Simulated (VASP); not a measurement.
## PtSe2: single point with PBE

Crystal: PtSe2.

```xyz
3
Lattice="3.7799 0.0000 0.0000 -1.8899 3.2735 0.0000 0.0000 0.0000 5.2139" Properties=species:S:1:pos:R:3 pbc="T T T"
Pt    0.0000    0.0000    0.0000
Se    0.0000    2.1823    1.3035
Se    1.8899    1.0912    3.9104
```

This cell differs from its parent crystal: strain +0.015 along x and y, +0.030 along z.

```
Program                : VASP 6.6.1
Task                   : single point
Functional             : PBE
Potentials or basis    : VASP PAW PBE potentials, release 64 (Pt, Se)
Cutoff                 : 520 eV
k mesh                 : 12 × 12 × 10
Occupations            : gaussian, width 0.15 eV
Spin                   : no spin polarisation
Dipole correction      : no
Further INCAR settings : ALGO = Normal; EDIFF = 1e-06; NBANDS = 18
```

The pressure is 0.1 GPa. The largest force is 0.150 eV/Å. The band gap on the k mesh is zero (band 11 reaches 6.08 eV, above the bottom of band 12 at 5.76 eV).

Forces on the atoms (eV/Å):
```
Pt   0.000  0.000  0.000
Se   0.000  0.000 -0.150
Se   0.000  0.000  0.150
```

Stress tensor (GPa, compression positive):
```
0.16 0.00 0.00
0.00 0.16 0.00
0.00 0.00 0.00
```

Levels at points of the mesh, in eV from the Fermi level:
```csv
k point,band 9,band 10,band 11,band 12,band 13,band 14
"(0.00, 0.00, 0.00)",-0.96,-0.96,0.35,1.41,1.41,3.82
"(0.50, 0.00, 0.00)",-3.22,-3.16,-2.82,0.66,2.15,4.63
"(0.00, 0.00, 0.50)",-1.74,-1.35,-1.35,2.12,2.12,4.84
"(0.50, 0.00, 0.50)",-2.98,-2.60,-1.34,0.98,1.40,4.31
```

Wall time 2.5 min on 1 thread of Intel(R) Xeon(R) Platinum 8375C CPU @ 2.90GHz (Ice Lake), on a shared host, peak memory 0.32 GiB.

Caveat: the cell differs from its parent crystal (strain +0.015 along x and y, +0.030 along z); spin-orbit coupling is left out, which moves the levels of the heavy elements.
